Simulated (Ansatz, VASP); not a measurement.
## One calculation of Pb, two programs

```
Pb
1.0
     0.00000    2.53941    2.33626
     2.53941    0.00000    2.33626
     2.53941    2.53941    0.00000
Pb
1
Direct
  0.00000 0.00000 0.00000
```

Alike in both runs: task single point; functional PBE; k mesh 18 × 18 × 18; occupations gaussian, width 0.15 eV; no spin polarisation.

|  | VASP | Ansatz |
| --- | --- | --- |
| version | VASP 6.6.1 | Ansatz 0.2.0 |
| potentials or method | VASP PAW PBE potentials, release 64 (Pb_d), cutoff 520 eV | scalar-relativistic, plane waves, PAW |
| valence electrons in the cell | 14 | 14 |

|  | VASP | Ansatz | Ansatz less VASP |
| --- | --- | --- | --- |
| gap on the k mesh at the Fermi level (eV) | none | none | - |
| pressure (GPa) | 2.7 | 2.8 | +0.04 |
| traceless stress, the component that is largest in VASP (GPa) | 0.44 | 0.44 | -0.001 |

A gap of «none» marks a metal or a gap that the smearing closes.

Neither program's run includes spin-orbit coupling.
